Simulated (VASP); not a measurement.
A run of VASP 6.6.1:

File INCAR:

```
SYSTEM = NaCd4P3
PREC = Accurate ; ENCUT = 520
EDIFF = 1E-7 ; ISMEAR = -1
SIGMA = 0.1 ; LREAL = .FALSE.
LASPH = .TRUE. ; NELM = 80
ALGO = Normal ; ISIF = 2
LWAVE = .FALSE. ; LCHARG = .FALSE.
GGA = PE ; NBANDS = 45
```

The input KPOINTS:

```
regular mesh
0
G
  5 5 5
  0 0 0
```

File POSCAR:

```
NaCd4P3
1.0
    2.1701990000      3.7588880000      0.0000000000
   -2.1701990000      3.7588880000      0.0000000000
    0.0000000000     -2.5059250000     10.9391740000
Na Cd P
1 4 3
Direct
    0.5000000000      0.5000000000      0.5000000000
    0.0956800000      0.0956800000      0.2870400000
    0.9043200000      0.9043200000      0.7129600000
    0.2990800000      0.2990800000      0.8972400000
    0.7009200000      0.7009200000      0.1027600000
    0.2205300000      0.2205300000      0.6615900000
    0.7794700000      0.7794700000      0.3384100000
    0.0000000000      0.0000000000      0.0000000000
```

Potentials or basis: VASP PAW PBE potentials, release 64 (Na_pv, Cd, P).

Command:

```console
$ cat potpaw_PBE.64/Na_pv/POTCAR potpaw_PBE.64/Cd/POTCAR potpaw_PBE.64/P/POTCAR > POTCAR
$ mpirun -np 1 vasp_std > vasp.out
```

Hardware: 1 thread of Oxide Virtual Turin-like Processor, on a shared host.

Problem. How long does it take, and how much memory?

Solution. Run time: 3.8 min on 1 thread of Oxide Virtual Turin-like Processor, on a shared host, peak memory 0.31 GiB. Counts: scf iterations 16, k points 19.
